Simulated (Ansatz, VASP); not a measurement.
# Re in VASP and in Ansatz

```
Re
1.0
     4.32111    0.00000    0.00000
    -2.16055    3.74219    0.00000
     0.00000    0.00000    2.70724
Re
3
Direct
  0.00000 0.00000 0.00000
  0.33333 0.66667 0.50000
  0.66667 0.33333 0.50000
```

Alike in both runs: task single point; functional PBE; k mesh 9 × 9 × 13; occupations fermi-dirac, width 0.1 eV; no spin polarisation.

```csv
,VASP,Ansatz
version,VASP 6.6.1,Ansatz 0.2.0
potentials or method,"VASP PAW PBE potentials, release 64 (Re), cutoff 520 eV","plane waves (420 eV) with PAW, scalar-relativistic"
valence electrons in the cell,21,45
```

```csv
,VASP,Ansatz,Ansatz less VASP
pressure (GPa),15.0,15.5,+0.56
"traceless stress, the component that is largest in VASP (GPa)",-1.23,-1.85,-0.613
```

With one functional, cell and mesh, what is left measures potentials, basis and numerics. VASP's potentials hold 21 valence electrons a cell and Ansatz's 45, so a difference there can come from the potentials and not from the codes.

Neither program's run includes spin-orbit coupling.
